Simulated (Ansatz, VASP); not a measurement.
# Two plane-wave programs on C

The input INCAR:

```
SYSTEM = C
PREC     = Accurate       ! precision mode
ENCUT    = 520            ! plane-wave cutoff, eV
EDIFF    = 1E-6           ! SCF threshold, eV
ISMEAR   = 0              ! smearing method
SIGMA    = 0.1            ! smearing width, eV
LREAL    = .False.        ! projectors in reciprocal space
LASPH    = .True.         ! aspherical terms in the spheres
NELM     = 100            ! most SCF steps
ALGO     = Normal         ! electronic algorithm
ISIF     = 2              ! what is computed and relaxed
LWAVE    = .False.        ! write WAVECAR
LCHARG   = .True.         ! write CHGCAR
LDIPOL   = .True.       
IDIPOL   = 3            
DIPOL    = 0.5 0.5 0.352
GGA      = PE             ! functional
IVDW     = 12             ! dispersion correction
LELF     = .True.         ! ELF
LVHAR    = .True.       
LVACPOTAV= .True.       
NBANDS   = 16             ! bands
```

Contents of KPOINTS:

```
Automatic mesh
0
Gamma
  15 15 1
  0 0 0
```

File POSCAR:

```
C
1.0
    2.4656524413      0.0000000000      0.0000000000
   -1.2328262206      2.1353176511      0.0000000000
    0.0000000000      0.0000000000     17.5000663888
C
4
Direct
    0.6666666667      0.3333333333      0.2571437785
    0.3333333333      0.6666666667      0.2571418816
    0.8333333333      1.0000000000      0.4462878149
    0.5000000000      1.3333333333      0.4462859181
```

Input for Ansatz:

```yaml
crystal:
  lattice:
    - [2.4656524413, 0.0, 0.0]
    - [-1.2328262206, 2.1353176511, 0.0]
    - [0.0, 0.0, 17.5000663888]
  atoms:
    - { symbol: C, position: [0.6666666667, 0.3333333333, 0.2571437785] }
    - { symbol: C, position: [0.3333333333, 0.6666666667, 0.2571418816] }
    - { symbol: C, position: [0.8333333333, 1.0, 0.4462878149] }
    - { symbol: C, position: [0.5, 1.3333333333, 0.4462859181] }
basis:
  ecutwfc: 420
kpoints:
  mp_grid: { grid: [15, 15, 1] }
hamiltonian:
  xc: pbe
  pseudopotentials: { kind: paw, azcp: { folder: soft_1 } }
  dispersion: d3bj
scf:
  occupations: { method: gaussian, width: 0.1 }
output:
  forces: true
  eigenvalues: true
  write_density: true
  write_potential: true
  elf: true
  volumetric_format: npy
efield:
  axis: 3
  dipole_correction: true
  ramp_width: 0.04
```

Alike in both runs: task single point; functional PBE; dispersion D3(BJ); k mesh 15 × 15 × 1; occupations gaussian, width 0.1 eV; no spin polarisation.

```csv
,VASP,Ansatz
version,VASP 6.6.1,Ansatz 0.2.0
potentials or method,"VASP PAW PBE potentials, release 64 (C), cutoff 520 eV","scalar-relativistic, plane waves, PAW"
valence electrons in the cell,16,16
```

```csv
,VASP,Ansatz,Ansatz less VASP
gap on the k mesh at the Fermi level (eV),0.24,0.24,0.000
least direct gap on the mesh (eV),0.24,0.24,0.000
rms of the force components (eV/Å),0.013,0.012,-0.0001
```

Atom by atom the forces differ by 0.000 eV/Å (rms over components). Ansatz's warnings: xc potential rough in thin density.
